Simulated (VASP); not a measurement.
Wanted: the native input for a VASP 6.6.1 run.

```yaml
Task: single point
Functional: PBE
Potentials_or_basis: VASP PAW PBE potentials, release 64 (Co, Si)
Cutoff: 520 eV
k_mesh: 18 × 18 × 18
Occupations: gaussian, width 0.15 eV
Spin: collinear spin, ferromagnetic start
Starting_moments: "[0.81, 0.0] μB"
Dipole_correction: no
Further_INCAR_settings: ALGO = Normal; EDIFF = 1e-07; NBANDS = 18
```

The structure of CoSi lies in POSCAR:

```
CoSi
1.0
    2.7813340000      0.0000000000      0.0000000000
    0.0000000000      2.7813340000      0.0000000000
    0.0000000000      0.0000000000      2.8647740200
Co Si
1 1
Direct
    0.0000000000      0.0000000000      0.0000000000
    0.5000000000      0.5000000000      0.5000000000
```

This cell differs from its parent crystal: strain +0.000 along x and y, +0.030 along z.

These files were run (other wordings do the same):

INCAR

```
ALGO = Normal ; EDIFF = 1E-7
ENCUT = 520 ; GGA = PE
ISIF = 2 ; ISMEAR = 0
ISPIN = 2 ; LASPH = T
LCHARG = F ; LMAXMIX = 4
LORBIT = 11 ; LREAL = F
LWAVE = F ; MAGMOM = 0.81 0
NBANDS = 18 ; NELM = 150
PREC = Accurate ; SIGMA = 0.15
```

KPOINTS

```
k-points
0
Gamma
  18 18 18
```

Potentials or basis: VASP PAW PBE potentials, release 64 (Co, Si).

Launch:

```sh
$ cat potpaw_PBE.64/Co/POTCAR potpaw_PBE.64/Si/POTCAR > POTCAR
$ mpirun -np 1 vasp_std > vasp.out
```

Results of the run:

```json
{
 "Pressure": "-5.2 GPa",
 "Net moment": "0.58 μB per cell",
 "Site moments": "Co +0.59; Si +0.01 μB",
 "Valence electrons inside the program's atomic spheres": "Co 8.53; Si 1.56"
}
```

Caveat: the cell differs from its parent crystal (strain +0.000 along x and y, +0.030 along z).

Run time: 4.6 min on 1 thread of Intel(R) Xeon(R) Platinum 8259CL CPU @ 2.50GHz (Skylake/Cascade Lake), with other jobs on the host, peak memory 0.43 GiB.
